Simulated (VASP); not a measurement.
A run of VASP 6.6.1 is set up as follows.

The input INCAR:

```
PREC = Accurate
ENCUT = 520
EDIFF = 1E-6
ISMEAR = -1
SIGMA = 0.05
LREAL = Auto
LASPH = T
NELM = 120
ALGO = Normal
ISIF = 2
LWAVE = F
LCHARG = F
GGA = PS
NBANDS = 350
NELECT = 616.0
ISYM = -1
GGA_COMPAT = F
```

KPOINTS

```
explicit points
1
Reciprocal
  0.25000000   0.25000000   0.25000000 1
```

POSCAR

```
Sn24O47
1.0
    9.5380920000      0.0000000000      0.0000000000
    0.0000000000      9.5380920000      0.0000000000
    0.0000000000      0.0000000000      9.6363030000
Sn O
24 47
Direct
    0.9947250000      0.0054500000      0.9999660000
    0.0046270000      0.9955240000      0.3313440000
    0.0046460000      0.9955260000      0.6686040000
    0.0007650000      0.4988410000      0.0000050000
    0.0008210000      0.5007700000      0.3338820000
    0.0008300000      0.5008120000      0.6661440000
    0.5013090000      0.9994130000      0.9999820000
    0.4993680000      0.9993310000      0.3338450000
    0.4993910000      0.9993360000      0.6661150000
    0.5023350000      0.4978460000      0.9999640000
    0.4871160000      0.5129840000      0.3188660000
    0.4872500000      0.5129990000      0.6810600000
    0.2507850000      0.2486950000      0.1662270000
    0.2498920000      0.2487350000      0.5000000000
    0.2508160000      0.2487190000      0.8336930000
    0.2461920000      0.7539860000      0.1645430000
    0.2506020000      0.7495760000      0.4999980000
    0.2462110000      0.7539450000      0.8354520000
    0.7484050000      0.2518010000      0.1677330000
    0.7668830000      0.2332870000      0.4999860000
    0.7484150000      0.2517720000      0.8322360000
    0.7514480000      0.7493620000      0.1662690000
    0.7514470000      0.7502730000      0.4999890000
    0.7514840000      0.7493830000      0.8337320000
    0.1518660000      0.1536750000      0.9999280000
    0.1548680000      0.1530440000      0.3330140000
    0.1548440000      0.1530540000      0.6669400000
    0.1496440000      0.6551260000      0.0000000000
    0.1598860000      0.6488490000      0.3334590000
    0.1598170000      0.6489400000      0.6665310000
    0.6518150000      0.1559240000      0.9999780000
    0.6473870000      0.1620190000      0.3392340000
    0.6473170000      0.1621410000      0.6607350000
    0.6538010000      0.6523770000      0.9999710000
    0.6537050000      0.6456410000      0.3360160000
    0.6537640000      0.6457260000      0.6639870000
    0.3477850000      0.3463790000      0.9999820000
    0.3543960000      0.3464950000      0.3360080000
    0.3545820000      0.3464240000      0.6639450000
    0.3450260000      0.8505490000      0.9999900000
    0.3511890000      0.8403940000      0.3334550000
    0.3513130000      0.8402880000      0.6665310000
    0.8442370000      0.3483380000      0.0000090000
    0.8379410000      0.3529290000      0.3392630000
    0.8380420000      0.3528770000      0.6607120000
    0.8465150000      0.8482830000      0.0000310000
    0.8470880000      0.8453340000      0.3330450000
    0.8471060000      0.8453510000      0.6669460000
    0.0964680000      0.4012310000      0.1683280000
    0.0957690000      0.4005020000      0.5000150000
    0.0965710000      0.4013020000      0.8316760000
    0.0952330000      0.9049150000      0.1639430000
    0.0995830000      0.9006280000      0.4999720000
    0.0952690000      0.9049060000      0.8359830000
    0.5947450000      0.4053590000      0.1692250000
    0.5948410000      0.4054070000      0.8307470000
    0.5987990000      0.9035460000      0.1683000000
    0.5996460000      0.9043800000      0.4999710000
    0.5989340000      0.9037020000      0.8316640000
    0.4044100000      0.0965030000      0.1674720000
    0.4005190000      0.0936200000      0.4999890000
    0.4043770000      0.0964490000      0.8324900000
    0.3985480000      0.6016770000      0.1565510000
    0.4128240000      0.5874150000      0.4999740000
    0.3985740000      0.6016220000      0.8433430000
    0.9011630000      0.0989800000      0.1709500000
    0.9118900000      0.0882890000      0.4999790000
    0.9012010000      0.0990040000      0.8290140000
    0.9037400000      0.5957890000      0.1674950000
    0.9065860000      0.5996790000      0.5000050000
    0.9036720000      0.5957390000      0.8325100000
```

Potentials or basis: VASP PAW PBE potentials, release 64 (Sn_d, O).

Run with:

```console
$ cat potpaw_PBE.64/Sn_d/POTCAR potpaw_PBE.64/O/POTCAR > POTCAR
$ mpirun -np 1 vasp_std > vasp.out
```

Problem. Estimate the largest force.

Solution. 0.040 eV/Å.

Forces in eV/Å, atoms in the order of the input:
```
Sn  -0.004  0.003  0.002
Sn  -0.005  0.008  0.020
Sn  -0.005  0.009 -0.022
Sn   0.002  0.006 -0.001
Sn  -0.008 -0.017  0.000
Sn  -0.007 -0.019 -0.002
Sn  -0.006 -0.003  0.001
Sn   0.020  0.011 -0.004
Sn   0.021  0.012  0.003
Sn  -0.003  0.003  0.003
Sn  -0.002  0.003  0.025
Sn  -0.001  0.004 -0.027
Sn   0.006 -0.003 -0.007
Sn  -0.002  0.004 -0.004
Sn   0.005 -0.002  0.010
Sn   0.004 -0.003 -0.024
Sn  -0.001 -0.003 -0.001
Sn   0.003 -0.002  0.022
Sn  -0.010 -0.001  0.015
Sn  -0.002 -0.003  0.000
Sn  -0.008  0.004 -0.013
Sn  -0.001 -0.005 -0.009
Sn  -0.010  0.004 -0.001
Sn  -0.001 -0.003  0.012
O   -0.012 -0.014  0.002
O   -0.017 -0.014  0.000
O   -0.013 -0.012  0.000
O   -0.013 -0.017 -0.001
O   -0.003 -0.006  0.000
O   -0.004 -0.007  0.000
O   -0.010 -0.008 -0.001
O   -0.023 -0.002 -0.012
O   -0.023 -0.002  0.012
O   -0.008 -0.011  0.001
O    0.003 -0.002  0.007
O    0.000 -0.002 -0.008
O    0.011  0.010  0.000
O    0.002 -0.004  0.005
O    0.001 -0.001 -0.006
O    0.014  0.010 -0.001
O    0.007  0.004  0.001
O    0.007  0.004 -0.001
O    0.013  0.013 -0.001
O    0.004  0.023 -0.012
O    0.005  0.022  0.012
O    0.015  0.013 -0.002
O    0.014  0.014 -0.003
O    0.014  0.013  0.003
O    0.006 -0.016  0.000
O    0.013 -0.009  0.000
O    0.006 -0.014  0.000
O    0.022 -0.022  0.000
O    0.002 -0.006  0.001
O    0.021 -0.021  0.004
O    0.022 -0.020  0.003
O    0.020 -0.022 -0.004
O    0.017 -0.006 -0.001
O    0.010 -0.015  0.001
O    0.017 -0.006 -0.001
O   -0.008  0.015 -0.004
O   -0.018  0.014  0.000
O   -0.007  0.013  0.004
O   -0.020  0.020 -0.019
O   -0.013  0.013  0.003
O   -0.023  0.023  0.023
O   -0.004  0.005  0.009
O    0.020 -0.019  0.000
O   -0.005  0.004 -0.012
O   -0.015  0.009 -0.005
O   -0.013  0.021 -0.001
O   -0.013  0.010  0.006
```

Caveat: the cell carries a net charge on a neutralising background, which shifts energy and pressure; the PAW data sets were made with another functional, which shifts forces and pressure a little.
